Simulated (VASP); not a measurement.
Set up this calculation in VASP 6.6.1, as the native input.

```yaml
Task: single point
Functional: PBE
Potentials_or_basis: VASP PAW PBE potentials, release 64 (As, Ga_d, Cl)
Cutoff: 520 eV
k_mesh: 9 × 9 × 1
Occupations: gaussian, width 0.05 eV
Spin: collinear spin
Starting_moments: "[0.0, 0.0, 0.0, 0.0, 1.0] μB"
Dipole_correction: yes
Further_INCAR_settings: ALGO = Normal; EDIFF = 1e-06; NBANDS = 34
```

The structure of Ga2As2Cl lies in POSCAR:

```
Ga2As2Cl
1.0
    4.0629609260      0.0000000000      0.0000000000
   -2.0314804630      3.5186273765      0.0000000000
    0.0000000000      0.0000000000     19.6715433583
As Ga Cl
2 2 1
Direct
    0.0000000000      0.0000000000      0.2033394090
    0.3333333333      0.6666666667      0.3841855388
    0.3333333333      0.6666666667      0.2454992137
    0.6666666666      0.3333333333      0.4153991992
    0.7777777778      0.5555555556      0.5212254649
```

These files were run (other wordings do the same):

INCAR

```
SYSTEM = Ga2As2Cl
  PREC = Accurate
  ENCUT = 520
  EDIFF = 1E-6
  ISMEAR = 0
  SIGMA = 0.05
  LREAL = .FALSE.
  LASPH = .TRUE.
  NELM = 150
  ALGO = Normal
  ISIF = 2
  LWAVE = .FALSE.
  LCHARG = .FALSE.
  ISPIN = 2
  MAGMOM = 0 0 0 0 1
  LORBIT = 11
  LDIPOL = .TRUE.
  IDIPOL = 3
  DIPOL = 0.5 0.5 0.354
  GGA = PE
  NBANDS = 34
```

KPOINTS

```
Automatic mesh
0
G
  9 9 1
  0 0 0
```

Potentials or basis: VASP PAW PBE potentials, release 64 (As, Ga_d, Cl).

Command:

```bash
$ cat potpaw_PBE.64/As/POTCAR potpaw_PBE.64/Ga_d/POTCAR potpaw_PBE.64/Cl/POTCAR > POTCAR
$ mpirun -np 1 vasp_std > vasp.out
```

It gave:

```json
{"Largest force": "1.528 eV/Å", "Band gap on the k mesh": "zero (filled and empty bands overlap)", "Net moment": "0.96 μB per cell", "Site moments": "As +0.25, +0.14; Ga +0.02, +0.01; Cl +0.09 μB", "Valence electrons inside the program's atomic spheres": "As 2.73, 2.79; Ga 11.58, 11.67; Cl 5.09"}
```

Caveat: a moment this small can come from the mesh or the smearing.

It took 24 min on 1 thread of Intel Xeon 8259CL, on a shared host, peak memory 0.68 GiB.
